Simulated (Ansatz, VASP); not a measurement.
**Ir in VASP and in Ansatz**

```xyz
1
Lattice="0.0000 1.9057 1.9057 1.9057 0.0000 1.9057 1.9057 1.9057 0.0000" Properties=species:S:1:pos:R:3 pbc="T T T"
Ir    0.0000    0.0000    0.0000
```

Alike in both runs: functional LDA; k mesh 18 × 18 × 18; occupations fermi-dirac, width 0.08 eV; no spin polarisation.

Ansatz relaxed the structure, and its values are those at the end. VASP's run is a single point on that final structure, the one shown.

|  | VASP | Ansatz |
| --- | --- | --- |
| version | VASP 6.6.1 | Ansatz 0.2.0 |
| potentials or method | VASP PAW LDA potentials, release 64 (Ir) | PAW with Ansatz's default frozen-core files, scalar-relativistic |
| plane-wave cutoff (eV) | 500 | 420 |
| valence electrons in the cell | 9 | 17 |

|  | VASP | Ansatz | Ansatz less VASP |
| --- | --- | --- | --- |
| pressure (GPa) | 2.6 | 0.0 | -2.57 |

LDA's correlation is that of Perdew and Zunger in VASP and of Perdew and Wang (1992) in Ansatz. VASP's potentials hold 9 valence electrons a cell and Ansatz's 17, so a difference there can come from the potentials and not from the codes.

Spin-orbit coupling is off throughout.
